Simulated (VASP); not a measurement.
# C (P23) in VASP: single point with PBE

Aim: the single point of C with PBE.

Program: VASP 6.6.1. These are calculated values, not measurements. Logs are shortened: lines on timing, memory, paths and dates and some standing lists are left out, and cuts for length are marked.

## 1. The cell of the first run

The typed cell holds 12 atoms: a = 4.453 Å, b = 4.453 Å, c = 4.453 Å, α = 90.00°, β = 90.00°, γ = 90.00°.

The cell was generated, and may not be a known phase.

## 2. Single point, PBE

INCAR reads:

```
ALGO = Normal
EDIFF = 1E-6
ENCUT = 1300
GGA = PE
GGA_COMPAT = F
ISIF = 2
ISMEAR = 0
LASPH = T
LCHARG = T
LELF = T
LREAL = F
LVHAR = T
LWAVE = F
NBANDS = 36
NELM = 120
PREC = Accurate
SIGMA = 0.1
```

KPOINTS reads:

```
k-points
0
Gamma
  4 4 4
```

POSCAR reads:

```
C
1.0
    4.4528494528      0.0000000000      0.0000000000
    0.0000000000      4.4528494528      0.0000000000
    0.0000000000      0.0000000000      4.4528494528
C
12
Direct
    0.8828301062      0.3829276810      0.7499689958
    0.6170723190      0.2500310042      0.8828301062
    0.7499689958      0.1171698938      0.6170723190
    0.3829276810      0.7499689958      0.8828301062
    0.3829276810      0.2500310042      0.1171698938
    0.1171698938      0.6170723190      0.7499689958
    0.7499689958      0.8828301062      0.3829276810
    0.1171698938      0.3829276810      0.2500310042
    0.2500310042      0.8828301062      0.6170723190
    0.6170723190      0.7499689958      0.1171698938
    0.2500310042      0.1171698938      0.3829276810
    0.8828301062      0.6170723190      0.2500310042
```

Potentials or basis: VASP PAW PBE potentials, release 64 (C_h).

On the command line:

```console
$ cat potpaw_PBE.64/C_h/POTCAR > POTCAR
$ mpirun -np 1 vasp_std > vasp.out
```

OUTCAR:

```text
EDIFF = 1E-6
   ENCUT = 1300
   GGA = PE
   ISIF = 2
   ISMEAR = 0
   LASPH = T
   LREAL = F
   NELM = 120
   PREC = Accurate

 ion  position               nearest neighbor table
   1  0.883  0.383  0.750-   2 1.45   3 1.45   6 1.48
   2  0.617  0.250  0.883-   1 1.45   3 1.45   5 1.48
   3  0.750  0.117  0.617-   1 1.45   2 1.45   7 1.48
   4  0.383  0.750  0.883-   6 1.45   9 1.45  10 1.48
   5  0.383  0.250  0.117-   8 1.45  11 1.45   2 1.48
   6  0.117  0.617  0.750-   4 1.45   9 1.45   1 1.48
   7  0.750  0.883  0.383-  10 1.45  12 1.45   3 1.48
   8  0.117  0.383  0.250-   5 1.45  11 1.45  12 1.48
   9  0.250  0.883  0.617-   4 1.45   6 1.45  11 1.48
  10  0.617  0.750  0.117-   7 1.45  12 1.45   4 1.48
  11  0.250  0.117  0.383-   5 1.45   8 1.45   9 1.48
  12  0.883  0.617  0.250-   7 1.45  10 1.45   8 1.48

  LATTYP: Found a simple cubic cell.
 ALAT       =     4.4528494528

  Lattice vectors:

 A1 = (   4.4528494528,   0.0000000000,   0.0000000000)
 A2 = (   0.0000000000,   4.4528494528,   0.0000000000)
 A3 = (   0.0000000000,   0.0000000000,   4.4528494528)

Analysis of symmetry for initial positions (statically):
=====================================================================
 Subroutine PRICEL returns:
 Original cell was already a primitive cell.

 Routine SETGRP: Setting up the symmetry group for a
 simple cubic supercell.

 Subroutine GETGRP returns: Found 12 space group operations
 (whereof 12 operations were pure point group operations)
 out of a pool of 48 trial point group operations.

The static configuration has the point symmetry T   .

Analysis of symmetry for dynamics (positions and initial velocities):
=====================================================================
 Subroutine PRICEL returns:
 Original cell was already a primitive cell.

 Routine SETGRP: Setting up the symmetry group for a
 simple cubic supercell.

 Subroutine GETGRP returns: Found 12 space group operations
 (whereof 12 operations were pure point group operations)
 out of a pool of 48 trial point group operations.

The dynamic configuration has the point symmetry T   .

 Subroutine INISYM returns: Found 12 space group operations
 (whereof 12 operations are pure point group operations),
 and found     1 'primitive' translations

----------------------------------------------------------------------------------------

                                     Primitive cell

  volume of cell :      88.2905

  direct lattice vectors                    reciprocal lattice vectors
     4.452849453  0.000000000  0.000000000     0.224575300  0.000000000  0.000000000
     0.000000000  4.452849453  0.000000000     0.000000000  0.224575300  0.000000000
     0.000000000  0.000000000  4.452849453     0.000000000  0.000000000  0.224575300

  length of vectors
     4.452849453  4.452849453  4.452849453     0.224575300  0.224575300  0.224575300

  position of ions in fractional coordinates (direct lattice)
     0.882830106  0.382927681  0.749968996
     0.617072319  0.250031004  0.882830106
     0.749968996  0.117169894  0.617072319
     0.382927681  0.749968996  0.882830106
     0.382927681  0.250031004  0.117169894
     0.117169894  0.617072319  0.749968996
     0.749968996  0.882830106  0.382927681
     0.117169894  0.382927681  0.250031004
     0.250031004  0.882830106  0.617072319
     0.617072319  0.749968996  0.117169894
     0.250031004  0.117169894  0.382927681
     0.882830106  0.617072319  0.250031004

  ion indices of the primitive-cell ions
   primitive index   ion index
                 1           1
                 2           2
                 3           3
                 4           4
                 5           5
                 6           6
                 7           7
                 8           8
                 9           9
                10          10
                11          11
                12          12

----------------------------------------------------------------------------------------

 KPOINTS: k-points

Automatic generation of k-mesh.
 Grid dimensions read from file:
 generate k-points for:    4    4    4

 Generating k-lattice:

  Cartesian coordinates                     Fractional coordinates (reciprocal lattice)
     0.056143825  0.000000000  0.000000000     0.250000000  0.000000000  0.000000000
     0.000000000  0.056143825  0.000000000     0.000000000  0.250000000  0.000000000
     0.000000000  0.000000000  0.056143825     0.000000000  0.000000000  0.250000000

  Length of vectors
     0.056143825  0.056143825  0.056143825

  Shift w.r.t. Gamma in fractional coordinates (k-lattice)
     0.000000000  0.000000000  0.000000000

 Subroutine IBZKPT returns following result:
 ===========================================

 Found     11 irreducible k-points:

 Following reciprocal coordinates:
            Coordinates               Weight
  0.000000  0.000000  0.000000      1.000000
  0.250000  0.000000  0.000000      6.000000
  0.500000  0.000000  0.000000      3.000000
  0.250000  0.250000  0.000000     12.000000
  0.500000  0.250000  0.000000      6.000000
 -0.250000  0.500000  0.000000      6.000000
  0.500000  0.500000  0.000000      3.000000
  0.250000  0.250000  0.250000      8.000000
  0.500000  0.250000  0.250000     12.000000
  0.500000  0.500000  0.250000      6.000000
  0.500000  0.500000  0.500000      1.000000
   k-points           NKPTS =     11   k-points in BZ     NKDIM =     11   number of bands    NBANDS=     36
   number of dos      NEDOS =    301   number of ions     NIONS =     12
   total plane-waves  NPLWV = 157464
   dimension x,y,z NGX =    54 NGY =   54 NGZ =   54
   dimension x,y,z NGXF=   108 NGYF=  108 NGZF=  108
   ions per type =              12
   NGX,Y,Z   is equivalent  to a cutoff of  20.16, 20.16, 20.16 a.u.
   NGXF,Y,Z  is equivalent  to a cutoff of  40.32, 40.32, 40.32 a.u.
 SYSTEM =  unknown system
   PREC   = accura    normal or accurate (medium, high low for compatibility)
   ISTART =      0    job   : 0-new  1-cont  2-samecut
   ICHARG =      2    charge: 1-file 2-atom 10-const
   ISPIN  =      1    spin polarized calculation?
   LNONCOLLINEAR =      F non collinear calculations
   LSORBIT =      F    spin-orbit coupling
   LASPH  =      T    aspherical Exc in radial PAW
   ENCUT  = 1300.0 eV  95.55 Ry    9.77 a.u.  13.09 13.09 13.09*2*pi/ulx,y,z
   NELM   =    120;   NELMIN=  2; NELMDL= -5     # of ELM steps
   EDIFF  = 0.1E-05   stopping-criterion for ELM
   LREAL  =      F    real-space projection
   EDIFFG = 0.1E-04   stopping-criterion for IOM
   NSW    =      0    number of steps for IOM
   IBRION =     -1    ionic relax: 0-MD 1-quasi-New 2-CG
   NFREE  =      0    steps in history (QN), initial steepest desc. (CG)
   ISIF   =      2    stress and relaxation
   ISYM   =      2    0-nonsym 1-usesym 2-fastsym
   POTIM  = 0.5000    time-step for ionic-motion
   TEBEG  =    0.0;   TEEND  =   0.0 temperature during run
   PSTRESS=    0.0 pullay stress
   NELECT =      48.0000    total number of electrons
   NUPDOWN=      -1.0000    fix difference up-down
   EMIN   =  10.00;   EMAX   =-10.00  energy-range for DOS
   EFERMI =   0.00;   METHOD = LEGACY
   ISMEAR =     0;   SIGMA  =   0.10  broadening in eV -4-tet -1-fermi 0-gaus
   EFERMI_NEDOS =   21; number of points for ismear=-14 and -15
   IALGO  =     38    algorithm
   IMIX   =      4    mixing-type and parameters
     AMIX     =   0.40;   BMIX     =  1.00
     AMIX_MAG =   1.60;   BMIX_MAG =  1.00
  volume/ion in A,a.u.               =       7.36        49.65
  Fermi-wavevector in a.u.,A,eV,Ry     =   1.336136  2.524930 24.289918  1.785259
  Thomas-Fermi vector in A             =   2.464786
   LORBIT       =      0    0 simple, 1 ext, 2 COOP (PROOUT), +10 PAW based schemes
   GGA     = PE    functional components
   LHFCALC =     F    Hartree Fock is set to
   AEXX    =    0.0000 exact exchange contribution
   IVDW    =     0    specifies the selected vdW correction
   LEPSILON=     F    determine dielectric tensor
   LRPA    =     F    only Hartree local field effects (RPA)
 non-spin polarized calculation
 Gauss-broadening in eV      SIGMA  =   0.10
  energy-cutoff  :     1300.00
  volume of cell :       88.29
 maximum number of plane-waves:      9448
 NGX is ok and might be reduce to    54
   NGX = 27   NGY = 27   NGZ = 27

 number of electron      48.0000000 magnetization

 Free energy of the ion-electron system (eV)
  ---------------------------------------------------
  ext. energy  EPLUGINS =         0.00000000
  ---------------------------------------------------
  free energy    TOTEN  =       -87.88311703 eV

  energy without entropy =      -87.85819349  energy(sigma->0) =      -87.87065526

 E-fermi :   8.2802     XC(G=0): -11.9033

 val. band max:        8.2650596152   @ k =   0.5000   0.2500   0.2500
 cond. band min:       8.4631180730   @ k =   0.2500   0.0000   0.0000
 fundamental gap:      0.1980584578
 Fermi energy:         8.2802351455

 k-point     1 :       0.0000    0.0000    0.0000
  band No.  band energies     occupation
      1     -12.8990      2.00000
      2     -10.1349      2.00000
      3     -10.1349      2.00000
      4     -10.1349      2.00000
      5      -6.8918      2.00000
      6      -6.8918      2.00000
[... 28 lines left out ...]
     35      15.2403      0.00000
     36      15.9731      0.00000

 k-point     2 :       0.2500    0.0000    0.0000
  band No.  band energies     occupation
      1     -12.6206      2.00000
      2     -10.7752      2.00000
      3     -10.1079      2.00000
      4     -10.1076      2.00000
      5      -6.5795      2.00000
      6      -6.2722      2.00000
[... 28 lines left out ...]
     35      15.4205      0.00000
     36      15.4588      0.00000

 k-point     3 :       0.5000    0.0000    0.0000
  band No.  band energies     occupation
      1     -11.8394      2.00000
      2     -11.8384      2.00000
      3     -10.0808      2.00000
      4     -10.0792      2.00000
      5      -5.7881      2.00000
      6      -5.7861      2.00000
[... 28 lines left out ...]
     35      15.5556      0.00000
     36      16.3739      0.00000

 k-point     4 :       0.2500    0.2500    0.0000
  band No.  band energies     occupation
      1     -12.3555      2.00000
      2     -10.7721      2.00000
      3     -10.5098      2.00000
      4     -10.1589      2.00000
      5      -6.1723      2.00000
      6      -6.0985      2.00000
[... 28 lines left out ...]
     35      15.2758      0.00000
     36      15.5689      0.00000

 k-point     5 :       0.5000    0.2500    0.0000
  band No.  band energies     occupation
      1     -11.6298      2.00000
      2     -11.6210      2.00000
      3     -10.3501      2.00000
      4     -10.3403      2.00000
      5      -5.7597      2.00000
      6      -5.6218      2.00000
[... 148 lines left out ...]
 k-point     9 :       0.5000    0.2500    0.2500
  band No.  band energies     occupation
      1     -11.4705      2.00000
      2     -11.4133      2.00000
      3     -10.6048      2.00000
      4     -10.3161      2.00000
      5      -6.4528      2.00000
      6      -6.0030      2.00000
[... 28 lines left out ...]
     35      15.0286      0.00000
     36      15.6662      0.00000

 k-point    10 :       0.5000    0.5000    0.2500
  band No.  band energies     occupation
      1     -11.1261      2.00000
      2     -11.1005      2.00000
      3     -10.9652      2.00000
      4     -10.4991      2.00000
      5      -6.4721      2.00000
      6      -6.3766      2.00000
[... 28 lines left out ...]
     35      14.7941      0.00000
     36      15.3763      0.00000

 k-point    11 :       0.5000    0.5000    0.5000
  band No.  band energies     occupation
      1     -10.9979      2.00000
      2     -10.9979      2.00000
      3     -10.9979      2.00000
      4     -10.2858      2.00000
      5      -6.9206      2.00000
      6      -6.9206      2.00000
[... 28 lines left out ...]
     35      15.6730      0.00000
     36      15.7205      0.00000

------------------------ aborting loop because EDIFF is reached ----------------------------------------

  FORCE on cell =-STRESS in cart. coord.  units (eV):
  Direction    XX          YY          ZZ          XY          YZ          ZX
  --------------------------------------------------------------------------------------
  -------------------------------------------------------------------------------------
  Total       -0.3445664     -0.3445664     -0.3445664     -0.0000000     -0.0000000      0.0000000
  in kB       -6.2527279     -6.2527279     -6.2527279     -0.0000000     -0.0000000      0.0000000
  external PRESSURE =      -6.2527279 kB  Pullay stress =       0.0000000 kB

 VOLUME and BASIS-vectors are now :
 -----------------------------------------------------------------------------
  energy-cutoff  :     1300.00
  volume of cell :       88.29
      direct lattice vectors                 reciprocal lattice vectors
     4.452849453  0.000000000  0.000000000     0.224575300  0.000000000  0.000000000
     0.000000000  4.452849453  0.000000000     0.000000000  0.224575300  0.000000000
     0.000000000  0.000000000  4.452849453     0.000000000  0.000000000  0.224575300

 POSITION                                       TOTAL-FORCE (eV/Angst)
 -----------------------------------------------------------------------------------
      3.93111      1.70512      3.33950         0.005705      0.001038      0.000240
      2.74773      1.11335      3.93111        -0.001038     -0.000240      0.005705
      3.33950      0.52174      2.74773         0.000240     -0.005705     -0.001038
      1.70512      3.33950      3.93111         0.001038      0.000240      0.005705
      1.70512      1.11335      0.52174         0.001038     -0.000240     -0.005705
      0.52174      2.74773      3.33950        -0.005705     -0.001038      0.000240
      3.33950      3.93111      1.70512         0.000240      0.005705      0.001038
      0.52174      1.70512      1.11335        -0.005705      0.001038     -0.000240
      1.11335      3.93111      2.74773        -0.000240      0.005705     -0.001038
      2.74773      3.33950      0.52174        -0.001038      0.000240     -0.005705
      1.11335      0.52174      1.70512        -0.000240     -0.005705      0.001038
      3.93111      2.74773      1.11335         0.005705     -0.001038     -0.000240
 -----------------------------------------------------------------------------------
    total drift:                               -0.000000      0.000000     -0.000000

  FREE ENERGIE OF THE ION-ELECTRON SYSTEM (eV)
  ---------------------------------------------------
  free  energy   TOTEN  =       -87.8831170254 eV

  energy  without entropy=      -87.8581934860  energy(sigma->0) =      -87.87065526
```

Run time: 2.9 min. Hardware: 1 thread of Intel Xeon Platinum 8259CL at 2.50GHz (Skylake/Cascade Lake), shared host; peak memory 0.43 GiB.

Results:

| Item | Value |
| --- | --- |
| Free energy | -87.8831 eV |
| Pressure | -0.6 GPa |
| Largest force | 0.006 eV/Å |
| Band gap on the k mesh | zero (bands 24 and 25 overlap by 0.38 eV) |

Forces in eV/Å, atoms in the order of the input:
```
C    0.006  0.001  0.000
C   -0.001  0.000  0.006
C    0.000 -0.006 -0.001
C    0.001  0.000  0.006
C    0.001  0.000 -0.006
C   -0.006 -0.001  0.000
C    0.000  0.006  0.001
C   -0.006  0.001  0.000
C    0.000  0.006 -0.001
C   -0.001  0.000 -0.006
C    0.000 -0.006  0.001
C    0.006 -0.001  0.000
```

Caveat: this functional lacks dispersion, which binds layers or chains, so the pressure and a relaxed spacing across them are unreliable.

The gap in the log of VASP goes by the Fermi energy; the results here count the filled bands.